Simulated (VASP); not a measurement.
Cu: single point with PBEsol

System: Cu, a slab with vacuum.

```
Cu
1.0
     2.55619    0.00000    0.00000
     0.00000    3.61500    0.00000
     0.00000    0.00000   32.89334
Cu
15
Direct
  0.00000 0.00000 0.23809
  0.50000 0.50000 0.27171
  0.00000 0.00000 0.31132
  0.50000 0.50000 0.34851
  0.00000 0.00000 0.38647
  0.50000 0.50000 0.42424
  0.00000 0.00000 0.46210
  0.50000 0.50000 0.50000
  0.00000 0.00000 0.53790
  0.50000 0.50000 0.57576
  0.00000 0.00000 0.61353
  0.50000 0.50000 0.65149
  0.00000 0.00000 0.68868
  0.50000 0.50000 0.72829
  0.00000 0.00000 0.76191
```

```
Program             : VASP 6.6.1
Task                : single point
Functional          : PBEsol
Potentials or basis : VASP PAW PBE potentials, release 64 (Cu)
Cutoff              : 520 eV
k mesh              : 18 × 12 × 1
Occupations         : gaussian, width 0.1 eV
Spin                : no spin polarisation
```

| Property | Result |
| --- | --- |
| Largest force | 0.039 eV/Å |
| Band gap on the k mesh | zero (an odd number of electrons rules out a gap without spin polarisation) |

Forces in eV/Å, atoms in the order of the input:
```
Cu   0.000  0.000 -0.039
Cu   0.000  0.000  0.000
Cu   0.000  0.000 -0.002
Cu   0.000  0.000 -0.003
Cu   0.000  0.000 -0.001
Cu   0.000  0.000 -0.001
Cu   0.000  0.000  0.000
Cu   0.000  0.000  0.000
Cu   0.000  0.000  0.000
Cu   0.000  0.000  0.001
Cu   0.000  0.000  0.001
Cu   0.000  0.000  0.003
Cu   0.000  0.000  0.002
Cu   0.000  0.000  0.000
Cu   0.000  0.000  0.039
```

Levels at points of the mesh, in eV from the Fermi level:
```csv
k point,band 78,band 79,band 80,band 81,band 82,band 83,band 84,band 85,band 86,band 87
"(0.00, 0.00, 0.00)",-1.59,-1.55,-1.40,-1.40,-1.22,-0.64,0.19,1.36,1.48,2.14
"(0.50, 0.00, 0.00)",-0.26,-0.22,-0.07,-0.02,0.19,0.23,0.54,0.56,0.92,1.04
"(0.00, 0.50, 0.00)",-1.57,-1.56,-1.56,-1.54,-1.51,-1.51,-1.46,-1.37,-1.27,-1.19
"(0.50, 0.50, 0.00)",-0.11,-0.01,0.77,0.88,1.74,1.88,2.82,2.98,3.70,3.70
```

It took 62 min on 1 thread of Intel(R) Xeon(R) 6975P-C (Granite Rapids), on a shared host, peak memory 1.2 GiB.

Caveat: the PAW data sets were made with another functional, which shifts forces and pressure a little.
